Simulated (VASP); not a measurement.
Here is a VASP 6.6.1 calculation.

File INCAR:

```
SYSTEM = La3GaRh3
PREC = Accurate
ENCUT = 520
EDIFF = 1E-6
ISMEAR = -1
SIGMA = 0.1
LREAL = .False.
LASPH = .True.
NELM = 60
ALGO = Normal
ISIF = 2
LWAVE = .False.
LCHARG = .True.
GGA = PE
LELF = .True.
LVHAR = .True.
NBANDS = 54
```

Contents of KPOINTS:

```
regular mesh
0
Gamma
  6 6 6
  0 0 0
```

Contents of POSCAR:

```
La3GaRh3
1.0
    5.5618830000      0.0000000000      0.0000000000
    0.0000000000      5.5618830000      0.0000000000
    0.0000000000      0.0000000000      5.5618830000
La Rh Ga
3 3 1
Direct
    0.5000000000      0.5000000000      0.0000000000
    0.0000000000      0.5000000000      0.5000000000
    0.5000000000      0.0000000000      0.5000000000
    0.5000000000      0.0000000000      0.0000000000
    0.0000000000      0.5000000000      0.0000000000
    0.0000000000      0.0000000000      0.5000000000
    0.5000000000      0.5000000000      0.5000000000
```

Potentials or basis: VASP PAW PBE potentials, release 64 (La, Rh_pv, Ga_d).

Launch:

```sh
$ cat potpaw_PBE.64/La/POTCAR potpaw_PBE.64/Rh_pv/POTCAR potpaw_PBE.64/Ga_d/POTCAR > POTCAR
$ mpirun -np 1 vasp_std > vasp.out
```

Question: Predict the pressure.

Answer: 7.8 GPa.
